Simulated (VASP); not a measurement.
Runs of VASP 6.6.1 on PbS. The structure is that of space group Fm-3m (No. 225), or close to it. The cells are those of the table. 

```csv
task,cell,gap on the mesh (eV),pressure (GPa)
single point,"a = 4.131, b = 4.131, c = 4.067 Å, angles 60.5, 60.5, 59.0°, 2 atoms",0.06,1.2
electric field gradients,"a = 4.257 Å, angles 58.0°, 2 atoms",none,-2.6
single point,"a = 4.151, b = 4.151, c = 4.109 Å, angles 60.3, 60.3, 59.3°, 2 atoms",0.04,(c)
single point,"a = 4.235, b = 4.235, c = 4.277 Å, angles 59.7, 59.7, 60.7°, 2 atoms",0.33,-4.4
single point,"a = 4.214, b = 4.214, c = 4.193 Å, angles 60.2, 60.2, 59.7°, 2 atoms",0.24,-3.0
single point,"a = 4.257, b = 4.257, c = 4.193 Å, angles 60.5, 60.5, 59.0°, 2 atoms",(d),(a)
electric field gradients,"a = 4.235 Å, angles 58.7°, 2 atoms",0.02,-2.5
single point,"a = 4.131 Å, angles 62.0°, 2 atoms",none,-2.6
single point,"a = 4.172 Å, angles 60.7°, 2 atoms",0.11,-2.5
single point,"a = 4.214, b = 4.214, c = 4.235 Å, angles 59.8, 59.8, 60.3°, 2 atoms",0.27,(b)
electric field gradients,"a = 4.172 Å, angles 60.7°, 2 atoms",0.11,-2.5
```

Alike in all rows: level LDA; potentials or basis VASP PAW LDA potentials, release 64 (Pb_d, S); no spin polarisation; k mesh 8 × 8 × 8; cutoff (eV) 520; smearing fermi-dirac 0.01 eV.

Task: Fill in the values left out.

Result: (a) -3.9; (b) -3.5; (c) -0.1; (d) 0.28.

Caveats: spin-orbit coupling is left out, which moves the levels of the heavy elements; the cell stands under tension (at least some runs); semilocal functionals underestimate gaps, so a narrow gap can read as zero (at least some runs).

A k mesh can miss the band edges, and the runs leave out spin-orbit coupling on Pb.

A gap of «none» marks levels without a gap at the run's occupations.
